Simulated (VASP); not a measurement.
Wanted: the native input for a VASP 6.6.1 run.

```
Task                   : single point
Functional             : PBE
Potentials or basis    : VASP PAW PBE potentials, release 64 (In_d, O)
Cutoff                 : 520 eV
k mesh                 : 4 × 4 × 4
Occupations            : gaussian, width 0.1 eV
Spin                   : collinear spin, ferromagnetic start
Starting moments       : [0.0, 1.0, 1.0, 1.0, 1.0, 1.0] μB
Dipole correction      : no
Further INCAR settings : ALGO = Normal; EDIFF = 1e-06; NBANDS = 34
```

The structure of InO5 lies in POSCAR:

```
InO5
1.0
    0.0000000000      3.2523264600      3.2523264600
    3.2523264600      0.0000000000      3.2523264600
    3.2523264600      3.2523264600      0.0000000000
In O
1 5
Direct
    0.0000000000      0.0000000000      0.0000000000
    0.3750000000      0.3750000000      0.8750000000
    0.3750000000      0.8750000000      0.3750000000
    0.8750000000      0.3750000000      0.3750000000
    0.3750000000      0.3750000000      0.3750000000
    0.7500000000      0.7500000000      0.7500000000
```

One way to write it, as run:

INCAR

```
PREC = Accurate ; ENCUT = 520
EDIFF = 1E-6 ; ISMEAR = 0
SIGMA = 0.1 ; LREAL = False
LASPH = True ; NELM = 150
ALGO = Normal ; ISIF = 2
LWAVE = False ; LCHARG = False
ISPIN = 2 ; MAGMOM = 0 1 1 1 1 1
LORBIT = 11 ; GGA = PE
NBANDS = 34
```

KPOINTS

```
regular mesh
0
Gamma
  4 4 4
```

Potentials or basis: VASP PAW PBE potentials, release 64 (In_d, O).

Launch:

```bash
$ cat potpaw_PBE.64/In_d/POTCAR potpaw_PBE.64/O/POTCAR > POTCAR
$ mpirun -np 1 vasp_std > vasp.out
```

It gave:

```json
{"Pressure": "-11.3 GPa", "Net moment": "5.31 μB per cell", "Site moments": "In -0.16; O +0.91, +1.14 μB", "Valence electrons inside the program's atomic spheres": "In 10.82; O 4.65, 4.66"}
```

Caveat: the k points lie up to 0.42 Å⁻¹ apart.

Wall time 44 s on 1 thread of Intel(R) Xeon(R) Platinum 8488C (Sapphire Rapids), on a shared host, peak memory 0.24 GiB.
